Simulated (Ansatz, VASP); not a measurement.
This is a calculation of Fe for Ansatz 0.2.0.

input.yaml

```yaml
crystal:
  lattice:
    - [-1.4619890197, 1.4619890197, 1.4619890197]
    - [1.4619890197, -1.4619890197, 1.4619890197]
    - [1.4619890197, 1.4619890197, -1.4619890197]
  atoms:
    - { symbol: Fe, position: [0.0, 0.0, 0.0], spin: 3.0 }
hamiltonian:
  xc: pbesol
  pseudopotentials: { kind: paw }
  dispersion: d4
magnetization:
  spin_polarized: true
kpoints:
  mp_grid: { grid: [13, 13, 13] }
scf:
  occupations: { method: fermi_dirac, width: 0.05 }
output:
  forces: true
  stress: true
  eigenvalues: true
```

Potentials or basis: Ansatz PAW.

Run with:

```bash
$ ansatz run input.yaml --threads 2 --pin off --max-ram 5120MiB --backend cpu --events-out ev --progress --plain --runs-dir out
```

Question: Translate it to VASP 6.6.1. Potentials there: VASP PAW PBE potentials, release 64 (Fe).

Answer: As run (the cutoff follows the program's own potentials):

The input INCAR:

```
PREC = Accurate ; ENCUT = 520
EDIFF = 1E-6 ; ISMEAR = -1
SIGMA = 0.05 ; LREAL = False
LASPH = True ; NELM = 150
ALGO = Normal ; ISIF = 2
LWAVE = False ; LCHARG = True
ISPIN = 2 ; MAGMOM = 3
LORBIT = 11 ; LMAXMIX = 4
GGA = PS ; IVDW = 13
LELF = True ; LVHAR = True
NBANDS = 14
```

File KPOINTS:

```
regular mesh
0
Gamma
  13 13 13
```

POSCAR

```
Fe
1.0
   -1.4619890197      1.4619890197      1.4619890197
    1.4619890197     -1.4619890197      1.4619890197
    1.4619890197      1.4619890197     -1.4619890197
Fe
1
Direct
    0.0000000000      0.0000000000      0.0000000000
```

Potentials or basis: VASP PAW PBE potentials, release 64 (Fe).

The run is started by

```sh
$ cat potpaw_PBE.64/Fe/POTCAR > POTCAR
$ mpirun -np 1 vasp_std > vasp.out
```

Both were run:

|  | VASP | Ansatz | Ansatz less VASP |
| --- | --- | --- | --- |
| gap on the k mesh at the Fermi level (eV) | none | none | - |
| pressure (GPa) | -22.4 | -23.1 | -0.77 |
| net moment per atom (μB) | 2.44 | 2.40 | -0.042 |
| size of the moment on the site where the two differ most (μB) | 2.44 | 2.45 | +0.007 |

VASP's potentials were made for PBE, not for PBEsol. Site moments also hang on the region over which each program counts them. A gap of «none» marks a metal or a gap that the smearing closes. VASP's potentials hold 8 valence electrons a cell and Ansatz's 16, so a difference there can come from the potentials and not from the codes.
